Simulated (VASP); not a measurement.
# AgCl (R-3m) in VASP: single point with HSE06

Aim: the single point of AgCl with HSE06.

All numbers are computed with VASP 6.6.1; they aren't measurements. Logs are shortened: lines on timing, memory, paths and dates and some standing lists are left out, and cuts for length are marked.

## 1. The cell of the first run

It takes space group R-3m (No. 166, trigonal). Conventional cell: a = 3.922 Å, b = 3.922 Å, c = 9.828 Å, α = 90.00°, β = 90.00°, γ = 120.00°. Within 3.7 Å of Ag (site symmetry -3m) lie 6 Cl at 2.79 Å. Cl (site symmetry -3m) has 6 Ag at 2.79 Å within 3.7 Å.

## 2. Single point, HSE06 (strain along [111] +2.3%)

Input file POSCAR:

```
AgCl
1.0
    0.0425221518      2.8157059644      2.8157059644
    2.8157059644      0.0425221518      2.8157059644
    2.8157059644      2.8157059644      0.0425221518
Ag Cl
1 1
Direct
    0.0000000000      0.0000000000      0.0000000000
    0.5000000000      0.5000000000      0.5000000000
```

Input file INCAR.step1:

```
SYSTEM = AgCl
PREC     = Accurate       ! precision mode
ENCUT    = 520            ! plane-wave cutoff, eV
EDIFF    = 1E-5           ! SCF threshold, eV
ISMEAR   = 0              ! smearing method
SIGMA    = 0.01           ! smearing width, eV
LREAL    = .False.        ! projectors in reciprocal space
LASPH    = .True.         ! aspherical terms in the spheres
NELM     = 100            ! most SCF steps
ALGO     = Normal         ! electronic algorithm
ISIF     = 2              ! what is computed and relaxed
LWAVE    = .True.         ! write WAVECAR
GGA      = PE             ! functional
NBANDS   = 16             ! bands
KPAR     = 4
```

Input file INCAR.step2:

```
SYSTEM = AgCl
PREC     = Accurate       ! precision mode
ENCUT    = 520            ! plane-wave cutoff, eV
EDIFF    = 1E-7           ! SCF threshold, eV
ISMEAR   = 0              ! smearing method
SIGMA    = 0.01           ! smearing width, eV
LREAL    = .False.        ! projectors in reciprocal space
LASPH    = .True.         ! aspherical terms in the spheres
NELM     = 100            ! most SCF steps
ALGO     = Normal         ! electronic algorithm
ISIF     = 2              ! what is computed and relaxed
LWAVE    = .False.        ! write WAVECAR
LCHARG   = .True.         ! write CHGCAR
GGA      = PE             ! functional
LHFCALC  = .True.         ! exact exchange
HFSCREEN = 0.2079         ! screening, 1/A
PRECFOCK = Normal       
LVHAR    = .True.       
ISTART   = 1            
NBANDS   = 16             ! bands
KPAR     = 4
```

Input file KPOINTS:

```
regular mesh
0
Gamma
  6 6 6
  0 0 0
```

Potentials or basis: VASP PAW PBE potentials, release 64 (Ag, Cl).

Launch:

```console
$ cat potpaw_PBE.64/Ag/POTCAR potpaw_PBE.64/Cl/POTCAR > POTCAR
$ cp INCAR.step1 INCAR
$ mpirun -np 4 vasp_std > vasp.out
$ cp INCAR.step2 INCAR
$ mpirun -np 4 vasp_std > vasp.out
```

OUTCAR:

```text
SYSTEM = AgCl
   PREC = Accurate
   ENCUT = 520
   EDIFF = 1E-7
   ISMEAR = 0
   LREAL = .False.
   LASPH = .True.
   NELM = 100
   ISIF = 2
   GGA = PE
   LHFCALC = .True.
   HFSCREEN = 0.2079
   PRECFOCK = Normal
   ISTART = 1

 ion  position               nearest neighbor table
   1  0.000  0.000  0.000-   2 2.79   2 2.79   2 2.79   2 2.79   2 2.79   2 2.79
   2  0.500  0.500  0.500-   1 2.79   1 2.79   1 2.79   1 2.79   1 2.79   1 2.79

  LATTYP: Found a trigonal (rhomboedric) cell.
 ALAT       =     3.9822365938
 COS(alpha) =     0.5150430415

  Lattice vectors:

 A1 = (   0.0425221518,   2.8157059644,   2.8157059644)
 A2 = (   2.8157059644,   0.0425221518,   2.8157059644)
 A3 = (   2.8157059644,   2.8157059644,   0.0425221518)

Analysis of symmetry for initial positions (statically):
=====================================================================
 Subroutine PRICEL returns:
 Original cell was already a primitive cell.

 Routine SETGRP: Setting up the symmetry group for a
 trigonal (rhombohedral) supercell.

 Subroutine GETGRP returns: Found 12 space group operations
 (whereof 12 operations were pure point group operations)
 out of a pool of 12 trial point group operations.

The static configuration has the point symmetry D_3d.

Analysis of symmetry for dynamics (positions and initial velocities):
=====================================================================
 Subroutine PRICEL returns:
 Original cell was already a primitive cell.

 Routine SETGRP: Setting up the symmetry group for a
 trigonal (rhombohedral) supercell.

 Subroutine GETGRP returns: Found 12 space group operations
 (whereof 12 operations were pure point group operations)
 out of a pool of 12 trial point group operations.

The dynamic configuration has the point symmetry D_3d.

 Subroutine INISYM returns: Found 12 space group operations
 (whereof 12 operations are pure point group operations),
 and found     1 'primitive' translations

----------------------------------------------------------------------------------------

                                     Primitive cell

  volume of cell :      43.6357

  direct lattice vectors                    reciprocal lattice vectors
     0.042522152  2.815705964  2.815705964    -0.181649390  0.178946974  0.178946974
     2.815705964  0.042522152  2.815705964     0.178946974 -0.181649390  0.178946974
     2.815705964  2.815705964  0.042522152     0.178946974  0.178946974 -0.181649390

  length of vectors
     3.982236594  3.982236594  3.982236594     0.311513306  0.311513306  0.311513306

  position of ions in fractional coordinates (direct lattice)
     0.000000000  0.000000000  0.000000000
     0.500000000  0.500000000  0.500000000

  ion indices of the primitive-cell ions
   primitive index   ion index
                 1           1
                 2           2

----------------------------------------------------------------------------------------

 KPOINTS: regular mesh

Automatic generation of k-mesh.
 Grid dimensions read from file:
 generate k-points for:    6    6    6

 Generating k-lattice:

  Cartesian coordinates                     Fractional coordinates (reciprocal lattice)
    -0.030274898  0.029824496  0.029824496     0.166666667  0.000000000 -0.000000000
     0.029824496 -0.030274898  0.029824496     0.000000000  0.166666667 -0.000000000
     0.029824496  0.029824496 -0.030274898     0.000000000  0.000000000  0.166666667

  Length of vectors
     0.051918884  0.051918884  0.051918884

  Shift w.r.t. Gamma in fractional coordinates (k-lattice)
     0.000000000  0.000000000  0.000000000

 Subroutine IBZKPT returns following result:
 ===========================================

 Found     32 irreducible k-points:

 Following reciprocal coordinates:
            Coordinates               Weight
  0.000000  0.000000  0.000000      1.000000
  0.166667  0.000000  0.000000      6.000000
  0.333333  0.000000  0.000000      6.000000
  0.500000 -0.000000 -0.000000      3.000000
  0.166667  0.166667  0.000000      6.000000
  0.333333  0.166667  0.000000     12.000000
[... 16 lines left out ...]
  0.500000  0.500000  0.166667      6.000000
 -0.333333  0.500000  0.166667     12.000000
 [... further k-points ...]
   k-points           NKPTS =     32   k-points in BZ     NKDIM =    216   number of bands    NBANDS=     16
   number of dos      NEDOS =    301   number of ions     NIONS =      2
   total plane-waves  NPLWV =  27000
   dimension x,y,z NGX =    30 NGY =   30 NGZ =   30
   dimension x,y,z NGXF=    60 NGYF=   60 NGZF=   60
   ions per type =               1   1
   NGX,Y,Z   is equivalent  to a cutoff of  12.52, 12.52, 12.52 a.u.
   NGXF,Y,Z  is equivalent  to a cutoff of  25.05, 25.05, 25.05 a.u.
 SYSTEM =  AgCl
   PREC   = accura    normal or accurate (medium, high low for compatibility)
   ISTART =      1    job   : 0-new  1-cont  2-samecut
   ICHARG =      0    charge: 1-file 2-atom 10-const
   ISPIN  =      1    spin polarized calculation?
   LNONCOLLINEAR =      F non collinear calculations
   LSORBIT =      F    spin-orbit coupling
   LASPH  =      T    aspherical Exc in radial PAW
   ENCUT  =  520.0 eV  38.22 Ry    6.18 a.u.   7.40  7.40  7.40*2*pi/ulx,y,z
   NELM   =    100;   NELMIN=  2; NELMDL=  0     # of ELM steps
   EDIFF  = 0.1E-06   stopping-criterion for ELM
   LREAL  =      F    real-space projection
   EDIFFG = 0.1E-05   stopping-criterion for IOM
   NSW    =      0    number of steps for IOM
   IBRION =     -1    ionic relax: 0-MD 1-quasi-New 2-CG
   NFREE  =      0    steps in history (QN), initial steepest desc. (CG)
   ISIF   =      2    stress and relaxation
   ISYM   =      3    0-nonsym 1-usesym 2-fastsym
   POTIM  = 0.5000    time-step for ionic-motion
   TEBEG  =    0.0;   TEEND  =   0.0 temperature during run
   PSTRESS=    0.0 pullay stress
   NELECT =      18.0000    total number of electrons
   NUPDOWN=      -1.0000    fix difference up-down
   EMIN   =  10.00;   EMAX   =-10.00  energy-range for DOS
   EFERMI =   0.00;   METHOD = LEGACY
   ISMEAR =     0;   SIGMA  =   0.01  broadening in eV -4-tet -1-fermi 0-gaus
   EFERMI_NEDOS =   21; number of points for ismear=-14 and -15
   IALGO  =     38    algorithm
   IMIX   =      1    mixing-type and parameters
     AMIX     =   0.40;   BMIX     =  1.00
     AMIX_MAG =   1.60;   BMIX_MAG =  1.00
  volume/ion in A,a.u.               =      21.82       147.23
  Fermi-wavevector in a.u.,A,eV,Ry     =   1.218667  2.302947 20.206690  1.485150
  Thomas-Fermi vector in A             =   2.353946
   LORBIT       =      0    0 simple, 1 ext, 2 COOP (PROOUT), +10 PAW based schemes
   GGA     = PE    functional components
   LHFCALC =     T    Hartree Fock is set to
   PRECFOCK=normal    Normal, Fast or Accurate (Low or Medium for compatibility)
   ENCUT4O =  -1.0   cutoff for four orbital integrals eV
   NKREDX  =     1    reduce k-point grid by
   NKREDY  =     1    reduce k-point grid by
   NKREDZ  =     1    reduce k-point grid by
   AEXX    =    0.2500 exact exchange contribution
   HFSCREEN=    0.2079 screening length (either q_TF or 0.3 A-1)
   HFSCREENC=   0.2079 screening length for correlation (either q_TF or 0.3 A-1)
   ENCUTFOCK=  -1.0 apply spherical cutoff to Coloumb kernel
   IVDW    =     0    specifies the selected vdW correction
   LEPSILON=     F    determine dielectric tensor
   LRPA    =     F    only Hartree local field effects (RPA)
 non-spin polarized calculation
 Gauss-broadening in eV      SIGMA  =   0.01
  energy-cutoff  :      520.00
  volume of cell :       43.64
 maximum number of plane-waves:      1203
 NGX is ok and might be reduce to    30
  NGX = 24; NGY = 24; NGZ = 24

 number of electron      18.0000001 magnetization

 Free energy of the ion-electron system (eV)
  ---------------------------------------------------
  ext. energy  EPLUGINS =         0.00000000
  ---------------------------------------------------
  free energy    TOTEN  =        -6.64210377 eV

  energy without entropy =       -6.64210377  energy(sigma->0) =       -6.64210377

 E-fermi :   2.6718     XC(G=0):  -8.1150

 val. band max:        2.5242785518   @ k =   0.5000  -0.0000  -0.0000
 cond. band min:       4.9012777095   @ k =   0.0000   0.0000   0.0000
 fundamental gap:      2.3769991577
 Fermi energy:         2.6717758159

 k-point     1 :       0.0000    0.0000    0.0000
  band No.  band energies     occupation
      1     -13.6131      2.00000
      2      -0.2736      2.00000
      3      -0.2592      2.00000
      4      -0.2592      2.00000
      5      -0.2341      2.00000
      6      -0.2341      2.00000
[... 8 lines left out ...]
     15      17.6011      0.00000
     16      17.7522      0.00000

 k-point     2 :       0.1667    0.0000    0.0000
  band No.  band energies     occupation
      1     -13.5068      2.00000
      2      -1.0082      2.00000
      3      -0.9494      2.00000
      4      -0.9386      2.00000
      5      -0.1823      2.00000
      6      -0.1647      2.00000
[... 8 lines left out ...]
     15      16.2430      0.00000
     16      16.8228      0.00000

 k-point     3 :       0.3333    0.0000    0.0000
  band No.  band energies     occupation
      1     -13.2812      2.00000
      2      -2.1654      2.00000
      3      -1.6658      2.00000
      4      -1.5935      2.00000
      5      -0.0107      2.00000
      6       0.0138      2.00000
[... 8 lines left out ...]
     15      16.9633      0.00000
     16      17.2222      0.00000

 k-point     4 :       0.5000   -0.0000   -0.0000
  band No.  band energies     occupation
      1     -13.1610      2.00000
      2      -2.6817      2.00000
      3      -1.8993      2.00000
      4      -1.8235      2.00000
      5       0.0773      2.00000
      6       0.1061      2.00000
[... 8 lines left out ...]
     15      17.8832      0.00000
     16      18.2776      0.00000
[... 324 lines left out ...]
 k-point    22 :      -0.1667    0.3333    0.1667
  band No.  band energies     occupation
      1     -13.1859      2.00000
      2      -2.1504      2.00000
      3      -1.6149      2.00000
      4      -1.1406      2.00000
      5      -0.0460      2.00000
      6       0.0949      2.00000
[... 8 lines left out ...]
     15      19.0510      0.00000
     16      20.2878      0.00000

 k-point    23 :       0.5000    0.5000    0.1667
  band No.  band energies     occupation
      1     -13.1618      2.00000
      2      -1.8564      2.00000
      3      -1.2677      2.00000
      4      -1.0805      2.00000
      5      -0.2151      2.00000
      6       0.1493      2.00000
[... 8 lines left out ...]
     15      18.9740      0.00000
     16      19.6717      0.00000

 k-point    24 :      -0.3333    0.5000    0.1667
  band No.  band energies     occupation
      1     -13.1257      2.00000
      2      -1.5989      2.00000
      3      -1.5766      2.00000
      4      -1.1857      2.00000
      5       0.1545      2.00000
      6       0.1743      2.00000
[... 8 lines left out ...]
     15      18.6179      0.00000
     16      19.5187      0.00000

 [... further k-points ...]

------------------------ aborting loop because EDIFF is reached ----------------------------------------

  FORCE on cell =-STRESS in cart. coord.  units (eV):
  Direction    XX          YY          ZZ          XY          YZ          ZX
  --------------------------------------------------------------------------------------
  -------------------------------------------------------------------------------------
  Total        0.0499384      0.0499384      0.0499384     -0.0313876     -0.0313876     -0.0313876
  in kB        1.8335940      1.8335940      1.8335940     -1.1524634     -1.1524634     -1.1524634
  external PRESSURE =       1.8335940 kB  Pullay stress =       0.0000000 kB

 VOLUME and BASIS-vectors are now :
 -----------------------------------------------------------------------------
  energy-cutoff  :      520.00
  volume of cell :       43.64
      direct lattice vectors                 reciprocal lattice vectors
     0.042522152  2.815705964  2.815705964    -0.181649390  0.178946974  0.178946974
     2.815705964  0.042522152  2.815705964     0.178946974 -0.181649390  0.178946974
     2.815705964  2.815705964  0.042522152     0.178946974  0.178946974 -0.181649390

 POSITION                                       TOTAL-FORCE (eV/Angst)
 -----------------------------------------------------------------------------------
      0.00000      0.00000      0.00000         0.000000     -0.000000      0.000000
      2.83697      2.83697      2.83697        -0.000000      0.000000     -0.000000
 -----------------------------------------------------------------------------------
    total drift:                                0.000000      0.000000      0.000000

  FREE ENERGIE OF THE ION-ELECTRON SYSTEM (eV)
  ---------------------------------------------------
  free  energy   TOTEN  =        -6.6421037666 eV

  energy  without entropy=       -6.6421037666  energy(sigma->0) =       -6.64210377
```

Wall time 22 min (4 MPI ranks of AMD EPYC 7R13 (Zen 3), shared host); peak memory 0.26 GiB.

Results:

| Property | Result |
| --- | --- |
| Free energy | -6.6421 eV |
| Pressure | 0.2 GPa |
| Band gap on the k mesh | 2.38 eV (least direct gap 4.50 eV) |

Stress tensor (GPa, compression positive):
```
 0.18 -0.12 -0.12
-0.12  0.18 -0.12
-0.12 -0.12  0.18
```

Levels at points of the mesh, in eV from the valence-band top:
```
           k point  band 6  band 7  band 8  band 9  band 10  band 11  band 12  band 13
(0.00, 0.00, 0.00)   -2.76   -2.22   -2.12   -2.12     2.38    12.24    12.52    12.52
(0.50, 0.00, 0.00)   -2.42   -2.00   -0.03    0.00     5.65     8.34     9.16     9.34
(0.50, 0.50, 0.00)   -2.60   -2.32   -2.32   -2.26     4.03     9.41    10.22    13.21
(0.50, 0.50, 0.50)   -2.45   -2.05   -0.04   -0.04     5.76     8.20     9.46     9.46
```

Caveat: the cell differs from its parent crystal (strain along [111] +2.3%); the PAW data sets were made with another functional, which shifts forces and pressure a little.
